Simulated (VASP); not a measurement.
The system is Cd.

```
Cd
1.0
    -1.62657    1.62657    1.62657
     1.62657   -1.62657    1.62657
     1.62657    1.62657   -1.62657
Cd
1
Cartesian
  0.0000 0.0000 0.0000
```

```yaml
Program: VASP 6.6.1
Task: relaxation of cell and atoms
Functional: r2SCAN
Potentials_or_basis: VASP PAW PBE potentials, release 64 (Cd)
Cutoff: 600 eV
k_mesh: 8 × 8 × 8
Occupations: gaussian, width 0.1 eV
Spin: no spin polarisation
```

At the start: pressure 24.9 GPa; volume 17.21 Å³/atom.

Problem. Where does the relaxation end?

Solution. Over 4 steps the energy falls by 275.2 meV/atom and the volume is 22.10 Å³/atom (+28.4 %); space group Im-3m (No. 229, to 0.05 Å).

The path:
```
step  energy change (eV)  largest force (eV/Å)  pressure (GPa)  volume (Å³)
   1              0.0000                0.0000           24.93        17.21
   2             -0.2378                0.0000           -3.25        24.79
   3             -0.2751                0.0000            0.42        21.80
   4             -0.2752                0.0000           -0.26        22.10
```

Final structure:
```xyz
1
Lattice="-1.7677 1.7677 1.7677 1.7677 -1.7677 1.7677 1.7677 1.7677 -1.7677" Properties=species:S:1:pos:R:3 pbc="T T T"
Cd    0.0000    0.0000    0.0000
```

Caveat: the volume moved by over 15 % at a fixed basis, so the end points are rough; the PAW data sets were made with another functional, which shifts forces and pressure a little.
